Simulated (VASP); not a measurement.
# AlRu (rocksalt type) (Fm-3m) in VASP: notebook

Runs on AlRu (rocksalt type). Level: PBE. Tasks: single point.

All numbers are computed with VASP 6.6.1; they aren't measurements. Logs are shortened: lines on timing, memory, paths and dates and some standing lists are left out, and cuts for length are marked.

### Step 1. The cell of the first run

It takes space group Fm-3m (No. 225, cubic). Conventional cell: a = 4.469 Å, b = 4.469 Å, c = 4.469 Å, α = 90.00°, β = 90.00°, γ = 90.00°. Ru (site symmetry m-3m) has 6 Al at 2.23 Å within 3.0 Å. Al (site symmetry m-3m) has 6 Ru at 2.23 Å within 3.0 Å.

### Step 2. Single point, PBE (11.15 Å³/atom)

File INCAR:

```
SYSTEM = AlRu
ALGO = Normal ; EDIFF = 1E-6
ENCUT = 520 ; GGA = PE
ISIF = 2 ; ISMEAR = -1
LASPH = .True. ; LCHARG = .True.
LELF = .True. ; LREAL = .False.
LVHAR = .True. ; LWAVE = .False.
NBANDS = 16 ; NELM = 80
PREC = Accurate ; SIGMA = 0.1
```

File KPOINTS:

```
k-points
0
Gamma
  14 14 14
  0 0 0
```

File POSCAR:

```
AlRu
1.0
    0.0000000000      2.2342867016      2.2342867016
    2.2342867016      0.0000000000      2.2342867016
    2.2342867016      2.2342867016      0.0000000000
Ru Al
1 1
Direct
    0.0000000000      0.0000000000      0.0000000000
    0.5000000000      0.5000000000      0.5000000000
```

Potentials or basis: VASP PAW PBE potentials, release 64 (Ru_pv, Al).

Launch:

```
$ cat potpaw_PBE.64/Ru_pv/POTCAR potpaw_PBE.64/Al/POTCAR > POTCAR
$ mpirun -np 1 vasp_std > vasp.out
```

OUTCAR:

```text
SYSTEM = AlRu
   EDIFF = 1E-6
   ENCUT = 520
   GGA = PE
   ISIF = 2
   ISMEAR = -1
   LASPH = .True.
   LREAL = .False.
   NELM = 80
   PREC = Accurate

 ion  position               nearest neighbor table
   1  0.000  0.000  0.000-   2 2.23   2 2.23   2 2.23   2 2.23   2 2.23   2 2.23
   2  0.500  0.500  0.500-   1 2.23   1 2.23   1 2.23   1 2.23   1 2.23   1 2.23

  LATTYP: Found a face centered cubic cell.
 ALAT       =     4.4685734032

  Lattice vectors:

 A1 = (   0.0000000000,   2.2342867016,   2.2342867016)
 A2 = (   2.2342867016,   0.0000000000,   2.2342867016)
 A3 = (   2.2342867016,   2.2342867016,   0.0000000000)

Analysis of symmetry for initial positions (statically):
=====================================================================
 Subroutine PRICEL returns:
 Original cell was already a primitive cell.

 Routine SETGRP: Setting up the symmetry group for a
 face centered cubic supercell.

 Subroutine GETGRP returns: Found 48 space group operations
 (whereof 48 operations were pure point group operations)
 out of a pool of 48 trial point group operations.

The static configuration has the point symmetry O_h .

Analysis of symmetry for dynamics (positions and initial velocities):
=====================================================================
 Subroutine PRICEL returns:
 Original cell was already a primitive cell.

 Routine SETGRP: Setting up the symmetry group for a
 face centered cubic supercell.

 Subroutine GETGRP returns: Found 48 space group operations
 (whereof 48 operations were pure point group operations)
 out of a pool of 48 trial point group operations.

The dynamic configuration has the point symmetry O_h .

 Subroutine INISYM returns: Found 48 space group operations
 (whereof 48 operations are pure point group operations),
 and found     1 'primitive' translations

----------------------------------------------------------------------------------------

                                     Primitive cell

  volume of cell :      22.3073

  direct lattice vectors                    reciprocal lattice vectors
     0.000000000  2.234286702  2.234286702    -0.223785067  0.223785067  0.223785067
     2.234286702  0.000000000  2.234286702     0.223785067 -0.223785067  0.223785067
     2.234286702  2.234286702  0.000000000     0.223785067  0.223785067 -0.223785067

  length of vectors
     3.159758556  3.159758556  3.159758556     0.387607107  0.387607107  0.387607107

  position of ions in fractional coordinates (direct lattice)
     0.000000000  0.000000000  0.000000000
[... 73 lines left out ...]
   LNONCOLLINEAR =      F non collinear calculations
   LSORBIT =      F    spin-orbit coupling
   LASPH  =      T    aspherical Exc in radial PAW
   ENCUT  =  520.0 eV  38.22 Ry    6.18 a.u.   5.88  5.88  5.88*2*pi/ulx,y,z
   NELM   =     80;   NELMIN=  2; NELMDL= -5     # of ELM steps
   EDIFF  = 0.1E-05   stopping-criterion for ELM
   LREAL  =      F    real-space projection
   EDIFFG = 0.1E-04   stopping-criterion for IOM
   NSW    =      0    number of steps for IOM
   IBRION =     -1    ionic relax: 0-MD 1-quasi-New 2-CG
   NFREE  =      0    steps in history (QN), initial steepest desc. (CG)
   ISIF   =      2    stress and relaxation
   ISYM   =      2    0-nonsym 1-usesym 2-fastsym
   POTIM  = 0.5000    time-step for ionic-motion
   TEBEG  =    0.0;   TEEND  =   0.0 temperature during run
   PSTRESS=    0.0 pullay stress
   NELECT =      17.0000    total number of electrons
   NUPDOWN=      -1.0000    fix difference up-down
   EMIN   =  10.00;   EMAX   =-10.00  energy-range for DOS
   EFERMI =   0.00;   METHOD = LEGACY
   ISMEAR =    -1;   SIGMA  =   0.10  broadening in eV -4-tet -1-fermi 0-gaus
   EFERMI_NEDOS =   21; number of points for ismear=-14 and -15
   IALGO  =     38    algorithm
   IMIX   =      4    mixing-type and parameters
     AMIX     =   0.40;   BMIX     =  1.00
     AMIX_MAG =   1.60;   BMIX_MAG =  1.00
  volume/ion in A,a.u.               =      11.15        75.27
  Fermi-wavevector in a.u.,A,eV,Ry     =   1.495348  2.825798 30.423515  2.236065
  Thomas-Fermi vector in A             =   2.607504
   LORBIT       =      0    0 simple, 1 ext, 2 COOP (PROOUT), +10 PAW based schemes
   GGA     = PE    functional components
   LHFCALC =     F    Hartree Fock is set to
   AEXX    =    0.0000 exact exchange contribution
   IVDW    =     0    specifies the selected vdW correction
   LEPSILON=     F    determine dielectric tensor
   LRPA    =     F    only Hartree local field effects (RPA)
 non-spin polarized calculation
  energy-cutoff  :      520.00
  volume of cell :       22.31
 maximum number of plane-waves:       620
   NGX = 11   NGY = 11   NGZ = 11

 number of electron      17.0000000 magnetization

 Free energy of the ion-electron system (eV)
  ---------------------------------------------------
  ext. energy  EPLUGINS =         0.00000000
  ---------------------------------------------------
  free energy    TOTEN  =       -10.79412097 eV

  energy without entropy =      -10.75380966  energy(sigma->0) =      -10.77396531

 E-fermi :  14.0264     XC(G=0): -13.4278

 val. band max:       14.0211800094   @ k =  -0.4286   0.1429   0.0000
 cond. band min:      14.0735320465   @ k =   0.5000   0.4286   0.0714
 fundamental gap:      0.0523520371
 Fermi energy:        14.0264043305

 k-point     1 :       0.0000    0.0000    0.0000
  band No.  band energies     occupation
      1     -28.1915      2.00000
      2     -28.1915      2.00000
      3     -28.1915      2.00000
      4       2.9421      2.00000
      5      10.5758      2.00000
      6      10.5758      2.00000
[... 433 lines left out ...]
      3     -28.2280      2.00000
      4       4.8060      2.00000
      5       9.4868      2.00000
      6       9.9755      2.00000
[... 8 lines left out ...]
     15      26.7202      0.00000
     16      28.0380      0.00000

 [... further k-points ...]
[... 5 lines left out ...]
  --------------------------------------------------------------------------------------
  -------------------------------------------------------------------------------------
  Total       13.1197498     13.1197498     13.1197498      0.0000000      0.0000000     -0.0000000
  in kB      942.3005379    942.3005379    942.3005379      0.0000000      0.0000000     -0.0000000
  external PRESSURE =     942.3005379 kB  Pullay stress =       0.0000000 kB

 VOLUME and BASIS-vectors are now :
 -----------------------------------------------------------------------------
  energy-cutoff  :      520.00
  volume of cell :       22.31
      direct lattice vectors                 reciprocal lattice vectors
     0.000000000  2.234286702  2.234286702    -0.223785067  0.223785067  0.223785067
     2.234286702  0.000000000  2.234286702     0.223785067 -0.223785067  0.223785067
     2.234286702  2.234286702  0.000000000     0.223785067  0.223785067 -0.223785067

 POSITION                                       TOTAL-FORCE (eV/Angst)
 -----------------------------------------------------------------------------------
      0.00000      0.00000      0.00000        -0.000000      0.000000     -0.000000
      2.23429      2.23429      2.23429         0.000000     -0.000000      0.000000
 -----------------------------------------------------------------------------------
    total drift:                                0.000000     -0.000000     -0.000000

  FREE ENERGIE OF THE ION-ELECTRON SYSTEM (eV)
  ---------------------------------------------------
  free  energy   TOTEN  =       -10.7941209713 eV

  energy  without entropy=      -10.7538096586  energy(sigma->0) =      -10.77396531
```

OSZICAR:

```text
N       E                     dE             d eps       ncg     rms          rms(c)
DAV:   1     0.127416797436E+03    0.12742E+03   -0.91362E+03  3344   0.103E+03
DAV:   2    -0.906317551216E+01   -0.13648E+03   -0.12952E+03  3928   0.306E+02
DAV:   3    -0.109976162442E+02   -0.19344E+01   -0.19300E+01  4040   0.385E+01
DAV:   4    -0.110084239079E+02   -0.10808E-01   -0.10807E-01  4200   0.310E+00
DAV:   5    -0.110085603740E+02   -0.13647E-03   -0.13646E-03  3984   0.344E-01    0.175E+01
DAV:   6    -0.108075092652E+02    0.20105E+00   -0.55139E-01  3672   0.828E+00    0.635E+00
DAV:   7    -0.107973388738E+02    0.10170E-01   -0.25793E-02  3528   0.181E+00    0.387E+00
DAV:   8    -0.107941548529E+02    0.31840E-02   -0.33198E-03  3696   0.479E-01    0.275E-01
DAV:   9    -0.107941202133E+02    0.34640E-04   -0.12836E-04  4368   0.111E-01    0.845E-02
DAV:  10    -0.107941204672E+02   -0.25391E-06   -0.11042E-05  3840   0.276E-02    0.634E-03
DAV:  11    -0.107941209713E+02   -0.50412E-06   -0.56871E-07  2864   0.630E-03
   1 F= -.10794121E+02 E0= -.10773965E+02  d E =-.403113E-01
```

Run time: 45 s. Hardware: 1 thread of Intel Xeon 8259CL, shared host; peak memory 0.16 GiB.

What came out:

* Free energy: -10.7941 eV
* Pressure: 94.2 GPa
* Band gap on the k mesh: zero (an odd number of electrons rules out a gap without spin polarisation)

Caveat: the cell stands under pressure.

### Step 3. Single point, PBE (12.39 Å³/atom)

This run uses another cell than the first one, of 12.39 Å³/atom.

File INCAR:

```
PREC = Accurate ; ENCUT = 520
EDIFF = 1E-6 ; ISMEAR = -1
SIGMA = 0.1 ; LREAL = F
LASPH = T ; NELM = 80
ALGO = Normal ; ISIF = 2
LWAVE = F ; LCHARG = F
GGA = PE ; NBANDS = 16
```

File KPOINTS:

```
Automatic mesh
0
Gamma
  14 14 14
```

File POSCAR:

```
AlRu
1.0
    0.0000000000      2.3141494222      2.3141494222
    2.3141494222      0.0000000000      2.3141494222
    2.3141494222      2.3141494222      0.0000000000
Ru Al
1 1
Direct
    0.0000000000      0.0000000000      0.0000000000
    0.5000000000      0.5000000000      0.5000000000
```

Potentials or basis: VASP PAW PBE potentials, release 64 (Ru_pv, Al).

Launch:

```
$ cat potpaw_PBE.64/Ru_pv/POTCAR potpaw_PBE.64/Al/POTCAR > POTCAR
$ mpirun -np 1 vasp_std > vasp.out
```

Wall time 31 s (1 thread of Intel Xeon 8259CL, shared host); peak memory 0.17 GiB.

It converged, with:

- Free energy: -11.8954 eV
- Pressure: 51.3 GPa
- Band gap on the k mesh: zero (an odd number of electrons rules out a gap without spin polarisation)

Levels at points of the mesh, in eV from the Fermi level:
```csv
k point,band 7,band 8,band 9,band 10,band 11,band 12
"(0.00, 0.00, 0.00)",-2.89,-2.36,-2.36,7.79,7.79,7.79
"(0.50, 0.00, 0.00)",-3.70,-0.46,-0.46,1.92,7.82,8.68
"(0.50, 0.50, 0.00)",-1.32,0.10,0.10,2.88,2.88,2.99
```

Caveat: the cell stands under pressure.

(Part 1 of 2 ends here.)
